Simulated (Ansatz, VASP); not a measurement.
# One calculation of Ta4Ge, two programs

```xyz
5
Lattice="4.8010 0.0000 0.0000 0.0000 4.8010 0.0000 0.0000 0.0000 5.1650" Properties=species:S:1:pos:R:3 pbc="T T T"
Ta    2.4005    0.0000    0.0000
Ta    0.0000    2.4005    0.0000
Ta    2.4005    0.0000    2.5825
Ta    0.0000    2.4005    2.5825
Ge    0.0000    0.0000    0.0000
```

Alike in both runs: functional PBE; k mesh 4 × 4 × 3; occupations gaussian, width 0.2 eV; no spin polarisation.

Ansatz relaxed the structure, and its values are those at the end. VASP's run is a single point on that final structure, the one shown.

|  | VASP | Ansatz |
| --- | --- | --- |
| version | VASP 6.6.1 | Ansatz 0.2.0 |
| potentials or method | VASP PAW PBE potentials, release 64 (Ta_pv, Ge_d), cutoff 500 eV | scalar-relativistic, plane waves, PAW |
| valence electrons in the cell | 58 | 66 |

Ansatz gave:

```
gap on the k mesh at the Fermi level (eV) : none
pressure (GPa)                            : 0.0
```

Problem. Estimate VASP's values.

Solution. gap on the k mesh at the Fermi level (eV): none; pressure (GPa): 0.1.

A gap of «none» marks a metal or a gap that the smearing closes. VASP's potentials hold 58 valence electrons a cell and Ansatz's 66, so a difference there can come from the potentials and not from the codes.

The k mesh is coarse, so the values compare programs but aren't converged. Neither program's run includes spin-orbit coupling.
